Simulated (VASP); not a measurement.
# BN (lda) (F-43m) in VASP: further runs

Runs on BN (lda). Level: LDA. Tasks: elastic constants.

Program: VASP 6.6.1. These are calculated values, not measurements. Logs are shortened: lines on timing, memory, paths and dates and some standing lists are left out, and cuts for length are marked.

### 1 The cell of the first run

The structure is cubic, space group F-43m (No. 216). The conventional cell has a = 3.580 Å, b = 3.580 Å, c = 3.580 Å, α = 90.00°, β = 90.00°, γ = 90.00°. B (site symmetry -43m) has 4 N at 1.55 Å within 2.1 Å. N (site symmetry -43m) has 4 B at 1.55 Å within 2.1 Å.

### 2 Elastic constants, LDA

The input, INCAR:

```
SYSTEM = BN
ALGO = Normal
EDIFF = 1E-8
ENCUT = 600
GGA_COMPAT = .False.
IBRION = 6
ISIF = 3
ISMEAR = 0
LASPH = .True.
LCHARG = .False.
LREAL = .False.
LWAVE = .False.
NELM = 120
NFREE = 2
NSW = 1
POTIM = 0.015
PREC = Accurate
SIGMA = 0.01
```

The input, KPOINTS:

```
k-points
0
Gamma
  12 12 12
  0 0 0
```

The input, POSCAR:

```
BN
1.0
    0.0000000000      1.7899407110      1.7899407110
    1.7899407110      0.0000000000      1.7899407110
    1.7899407110      1.7899407110      0.0000000000
B N
1 1
Direct
    0.0000000000      0.0000000000      0.0000000000
    0.2500000000      0.2500000000      0.2500000000
```

Potentials or basis: VASP PAW LDA potentials, release 64 (B, N).

Started as:

```bash
cat potpaw_LDA.64/B/POTCAR potpaw_LDA.64/N/POTCAR > POTCAR
mpirun -np 1 vasp_std > vasp.out
```

OUTCAR:

```text
SYSTEM = BN
   EDIFF = 1E-8
   ENCUT = 600
   IBRION = 6
   ISIF = 3
   ISMEAR = 0
   LASPH = .True.
   LREAL = .False.
   NELM = 120
   NFREE = 2
   NSW = 1
   POTIM = 0.015
   PREC = Accurate

 ion  position               nearest neighbor table
   1  0.000  0.000  0.000-   2 1.55   2 1.55   2 1.55   2 1.55
   2  0.250  0.250  0.250-   1 1.55   1 1.55   1 1.55   1 1.55

  LATTYP: Found a face centered cubic cell.
 ALAT       =     3.5798814220

  Lattice vectors:

 A1 = (   0.0000000000,   1.7899407110,   1.7899407110)
 A2 = (   1.7899407110,   0.0000000000,   1.7899407110)
 A3 = (   1.7899407110,   1.7899407110,   0.0000000000)

Analysis of symmetry for initial positions (statically):
=====================================================================
 Subroutine PRICEL returns:
 Original cell was already a primitive cell.

 Routine SETGRP: Setting up the symmetry group for a
 face centered cubic supercell.

 Subroutine GETGRP returns: Found 24 space group operations
 (whereof 24 operations were pure point group operations)
 out of a pool of 48 trial point group operations.

The static configuration has the point symmetry T_d .

Analysis of symmetry for dynamics (positions and initial velocities):
=====================================================================
 Subroutine PRICEL returns:
 Original cell was already a primitive cell.

 Routine SETGRP: Setting up the symmetry group for a
 face centered cubic supercell.

 Subroutine GETGRP returns: Found 24 space group operations
 (whereof 24 operations were pure point group operations)
 out of a pool of 48 trial point group operations.

The dynamic configuration has the point symmetry T_d .

 Subroutine INISYM returns: Found 24 space group operations
 (whereof 24 operations are pure point group operations),
 and found     1 'primitive' translations

----------------------------------------------------------------------------------------

                                     Primitive cell

  volume of cell :      11.4695

  direct lattice vectors                    reciprocal lattice vectors
     0.000000000  1.789940711  1.789940711    -0.279338861  0.279338861  0.279338861
     1.789940711  0.000000000  1.789940711     0.279338861 -0.279338861  0.279338861
     1.789940711  1.789940711  0.000000000     0.279338861  0.279338861 -0.279338861

  length of vectors
     2.531358429  2.531358429  2.531358429     0.483829100  0.483829100  0.483829100

  position of ions in fractional coordinates (direct lattice)
     0.000000000  0.000000000  0.000000000
     0.250000000  0.250000000  0.250000000

  ion indices of the primitive-cell ions
   primitive index   ion index
                 1           1
                 2           2

----------------------------------------------------------------------------------------

 KPOINTS: k-points

Automatic generation of k-mesh.
 Grid dimensions read from file:
 generate k-points for:   12   12   12

 Generating k-lattice:

  Cartesian coordinates                     Fractional coordinates (reciprocal lattice)
    -0.023278238  0.023278238  0.023278238     0.083333333  0.000000000  0.000000000
     0.023278238 -0.023278238  0.023278238     0.000000000  0.083333333  0.000000000
     0.023278238  0.023278238 -0.023278238     0.000000000  0.000000000  0.083333333

  Length of vectors
     0.040319092  0.040319092  0.040319092

  Shift w.r.t. Gamma in fractional coordinates (k-lattice)
     0.000000000  0.000000000  0.000000000

 Subroutine IBZKPT returns following result:
 ===========================================

 Found     72 irreducible k-points:

 Following reciprocal coordinates:
            Coordinates               Weight
  0.000000  0.000000  0.000000      1.000000
[... 52 lines left out ...]
   PSTRESS=    0.0 pullay stress
   NELECT =       8.0000    total number of electrons
   NUPDOWN=      -1.0000    fix difference up-down
   EMIN   =  10.00;   EMAX   =-10.00  energy-range for DOS
   EFERMI =   0.00;   METHOD = LEGACY
   ISMEAR =     0;   SIGMA  =   0.01  broadening in eV -4-tet -1-fermi 0-gaus
   EFERMI_NEDOS =   21; number of points for ismear=-14 and -15
   IALGO  =     38    algorithm
   IMIX   =      4    mixing-type and parameters
     AMIX     =   0.40;   BMIX     =  1.00
     AMIX_MAG =   1.60;   BMIX_MAG =  1.00
  volume/ion in A,a.u.               =       5.73        38.70
  Fermi-wavevector in a.u.,A,eV,Ry     =   1.451854  2.743606 28.679436  2.107879
  Thomas-Fermi vector in A             =   2.569303
   LORBIT       =      0    0 simple, 1 ext, 2 COOP (PROOUT), +10 PAW based schemes
   GGA     = CA    functional components
   LHFCALC =     F    Hartree Fock is set to
   AEXX    =    0.0000 exact exchange contribution
   IVDW    =     0    specifies the selected vdW correction
   LEPSILON=     F    determine dielectric tensor
   LRPA    =     F    only Hartree local field effects (RPA)
 finite differences with symmetry
 non-spin polarized calculation
 Gauss-broadening in eV      SIGMA  =   0.01
  energy-cutoff  :      600.00
  volume of cell :       11.47
 maximum number of plane-waves:       392
   NGX = 11   NGY = 11   NGZ = 11

--------------------------------------- Ionic step        1  -------------------------------------------

 number of electron       7.9999999 magnetization

 Free energy of the ion-electron system (eV)
  ---------------------------------------------------
  ext. energy  EPLUGINS =         0.00000000
  ---------------------------------------------------
  free energy    TOTEN  =       -19.41623723 eV

  energy without entropy =      -19.41623723  energy(sigma->0) =      -19.41623723

------------------------ aborting loop because EDIFF is reached ----------------------------------------

  FORCE on cell =-STRESS in cart. coord.  units (eV):
  Direction    XX          YY          ZZ          XY          YZ          ZX
  --------------------------------------------------------------------------------------
  -------------------------------------------------------------------------------------
  Total        0.0684943      0.0684943      0.0684943      0.0000000      0.0000000      0.0000000
  in kB        9.5679582      9.5679582      9.5679582      0.0000000      0.0000000      0.0000000
  external PRESSURE =       9.5679582 kB  Pullay stress =       0.0000000 kB
[... 89 lines left out ...]
  FREE ENERGIE OF THE ION-ELECTRON SYSTEM (eV)
  ---------------------------------------------------
  free  energy   TOTEN  =       -19.4084808828 eV

  energy  without entropy=      -19.4084808828  energy(sigma->0) =      -19.40848088

[... ionic steps 4 to 14 ...]

--------------------------------------- Ionic step       15  -------------------------------------------

 number of electron       7.9999999 magnetization

------------------------ aborting loop because EDIFF is reached ----------------------------------------
[... 67 lines left out ...]
--------------------------------------- Ionic step       17  -------------------------------------------

 number of electron       7.9999999 magnetization

 Free energy of the ion-electron system (eV)
  ---------------------------------------------------
  ext. energy  EPLUGINS =         0.00000000
  ---------------------------------------------------
  free energy    TOTEN  =       -19.41334187 eV

  energy without entropy =      -19.41334187  energy(sigma->0) =      -19.41334187

 E-fermi :   7.9826     XC(G=0): -13.2461

 val. band max:        7.8959257556   @ k =   0.0000   0.0000   0.0000
 cond. band min:      12.1339063673   @ k =   0.5000   0.5000   0.0000
 fundamental gap:      4.2379806116
 Fermi energy:         7.9826137982

 k-point     1 :       0.0000    0.0000    0.0000
  band No.  band energies     occupation
      1     -12.6457      2.00000
      2       7.6172      2.00000
      3       7.7611      2.00000
      4       7.8959      2.00000
      5      16.4706      0.00000
      6      16.5768      0.00000
      7      16.6984      0.00000
      8      18.6793      0.00000
[... 243 lines left out ...]
 k-point    24 :      -0.4167    0.1667    0.0000
  band No.  band energies     occupation
      1      -7.8520      2.00000
      2      -2.5333      2.00000
      3       3.5885      2.00000
      4       5.0896      2.00000
      5      17.0705      0.00000
      6      20.1618      0.00000
      7      20.3048      0.00000
      8      23.7071      0.00000

 [... further k-points ...]

------------------------ aborting loop because EDIFF is reached ----------------------------------------

  FORCE on cell =-STRESS in cart. coord.  units (eV):
  Direction    XX          YY          ZZ          XY          YZ          ZX
  --------------------------------------------------------------------------------------
  -------------------------------------------------------------------------------------
  Total        0.0718543      0.0747318      0.0747318      0.0000000      0.0441465      0.0000000
  in kB       10.0373185     10.4392692     10.4392692      0.0000000      6.1668096      0.0000000
  external PRESSURE =      10.3052856 kB  Pullay stress =       0.0000000 kB
[... 17 lines left out ...]
  FREE ENERGIE OF THE ION-ELECTRON SYSTEM (eV)
  ---------------------------------------------------
  free  energy   TOTEN  =       -19.4133418743 eV

  energy  without entropy=      -19.4133418743  energy(sigma->0) =      -19.41334187

 INTERNAL STRAIN TENSORS FROM STRAINED CELLS
 ============================================

 INTERNAL STRAIN TENSOR FOR ION    1 for displacements in x,y,z  (eV/Angst):
          X           Y           Z          XY          YZ          ZX
  --------------------------------------------------------------------------------
  x    -0.00000     0.00000     0.00000    -0.00000     2.94406     0.00000
  y     0.00000     0.00000     0.00000    -0.00000     0.00000     2.94418
  z     0.00000     0.00000    -0.00000     2.94456     0.00000     0.00000

 INTERNAL STRAIN TENSORS FROM DISPLACED ATOMS
 ============================================

 INTERNAL STRAIN TENSOR FOR ION    1 for displacements in x,y,z  (eV/Angst):
          X           Y           Z          XY          YZ          ZX
  --------------------------------------------------------------------------------
  x     0.00000     0.00000     0.00000     0.00000     2.94964     0.00000
  y     0.00000     0.00000     0.00000     0.00000     0.00000     2.94964
  z     0.00000     0.00000     0.00000     2.94964     0.00000     0.00000

 INTERNAL STRAIN TENSOR FOR ION    2 for displacements in x,y,z  (eV/Angst):
          X           Y           Z          XY          YZ          ZX
  --------------------------------------------------------------------------------
  x    -0.00000    -0.00000    -0.00000     0.00000    -2.94366     0.00000
  y    -0.00000     0.00000    -0.00000     0.00000     0.00000    -2.94366
  z    -0.00000    -0.00000    -0.00000    -2.94366     0.00000     0.00000

 Eigenvectors and eigenvalues of the dynamical matrix
 ----------------------------------------------------

   1 f  =   32.111410 THz   201.761938 2PiTHz 1071.121332 cm-1   132.802060 meV
             X         Y         Z           dx          dy          dz
      0.000000  0.000000  0.000000     0.000000    0.751218    0.000000
      0.894970  0.894970  0.894970     0.000000   -0.660055    0.000000
[... 21 lines left out ...]
   6 f/i=    0.001445 THz     0.009081 2PiTHz    0.048207 cm-1     0.005977 meV
             X         Y         Z           dx          dy          dz
      0.000000  0.000000  0.000000     0.000000    0.000000   -0.660055
      0.894970  0.894970  0.894970     0.000000    0.000000   -0.751218

--------------------------------------------------------------------------------------------------------

 ELASTIC MODULI CONTR FROM IONIC RELAXATION (kBar)
 Direction    XX          YY          ZZ          XY          YZ          ZX
 --------------------------------------------------------------------------------
 XX          -0.0000     -0.0000     -0.0000     -0.0000     -0.0000     -0.0000
 YY          -0.0000     -0.0000     -0.0000     -0.0000     -0.0000      0.0000
 ZZ          -0.0000     -0.0000     -0.0000     -0.0000     -0.0000     -0.0000
 XY          -0.0000     -0.0000     -0.0000    -47.1244      0.0000      0.0000
 YZ          -0.0000     -0.0000     -0.0000      0.0000    -47.1244      0.0000
 ZX          -0.0000      0.0000     -0.0000      0.0000      0.0000    -47.1244
 --------------------------------------------------------------------------------

 TOTAL ELASTIC MODULI (kBar)
 Direction    XX          YY          ZZ          XY          YZ          ZX
 --------------------------------------------------------------------------------
 XX        8249.4284   1936.4289   1936.4289     -0.0000     -0.0000     -0.0000
 YY        1936.4289   8249.4284   1936.4289      0.0000      0.0000     -0.0000
 ZZ        1936.4289   1936.4289   8249.4284     -0.0000      0.0000      0.0000
 XY          -0.0000      0.0000     -0.0000   4773.3973      0.0000      0.0000
 YZ          -0.0000      0.0000      0.0000      0.0000   4773.3973      0.0000
 ZX          -0.0000     -0.0000      0.0000      0.0000      0.0000   4773.3973
 --------------------------------------------------------------------------------
```

Run time: 3 min. Hardware: 1 thread of Intel Xeon Platinum 8488C (Sapphire Rapids), shared host; peak memory 0.22 GiB.

What came out:

```
Elastic constants C11, C12, C44                         : 825, 194, 477 GPa
Voigt bulk modulus                                      : 404 GPa
Highest phonon frequency at Γ, LO-TO splitting left out : 1071 cm⁻¹
```

Phonon frequencies in cm⁻¹ (negative: imaginary):
```
              q point           frequencies
(0.000, 0.000, 0.000)  0 0 0 1071 1071 1071
```

Elastic tensor in Voigt notation (GPa, in the Cartesian axes of the cell as first typed):
```
825 194 194   0   0   0
194 825 194   0   0   0
194 194 825   0   0   0
  0   0   0 477   0   0
  0   0   0   0 477   0
  0   0   0   0   0 477
```

Clamped-ion elastic tensor (GPa):
```
825 194 194   0   0   0
194 825 194   0   0   0
194 194 825   0   0   0
  0   0   0 482   0   0
  0   0   0   0 482   0
  0   0   0   0   0 482
```

### 3 Elastic constants, LDA

The input, INCAR:

```
  PREC = Accurate
  ENCUT = 600
  EDIFF = 1E-8
  ISMEAR = 0
  SIGMA = 0.01
  LREAL = False
  LASPH = True
  NELM = 120
  ALGO = Normal
  ISIF = 3
  LWAVE = False
  LCHARG = False
  NBANDS = 11
  IBRION = 6
  NFREE = 2
  POTIM = 0.015
  NSW = 1
  GGA_COMPAT = False
```

The input, KPOINTS:

```
regular mesh
0
Gamma
  12 12 12
```

POSCAR is that of step 2.

Potentials or basis: VASP PAW LDA potentials, release 64 (B, N).

Started as:

```bash
cat potpaw_LDA.64/B/POTCAR potpaw_LDA.64/N/POTCAR > POTCAR
mpirun -np 1 vasp_std > vasp.out
```

Wall time 3.9 min (1 thread of Intel Xeon Platinum 8488C (Sapphire Rapids), shared host); peak memory 0.23 GiB.

It converged, with:

```
Elastic constants C11, C12, C44                         : 825, 194, 477 GPa
Voigt bulk modulus                                      : 404 GPa
Highest phonon frequency at Γ, LO-TO splitting left out : 1071 cm⁻¹
```

Phonon frequencies in cm⁻¹ (negative: imaginary):
```csv
q point,frequencies
"(0.000, 0.000, 0.000)",0 0 0 1071 1071 1071
```

Elastic tensor in Voigt notation (GPa, in the Cartesian axes of the cell as first typed):
```
825 194 194   0   0   0
194 825 194   0   0   0
194 194 825   0   0   0
  0   0   0 477   0   0
  0   0   0   0 477   0
  0   0   0   0   0 477
```

Clamped-ion elastic tensor (GPa):
```
825 194 194   0   0   0
194 825 194   0   0   0
194 194 825   0   0   0
  0   0   0 482   0   0
  0   0   0   0 482   0
  0   0   0   0   0 482
```
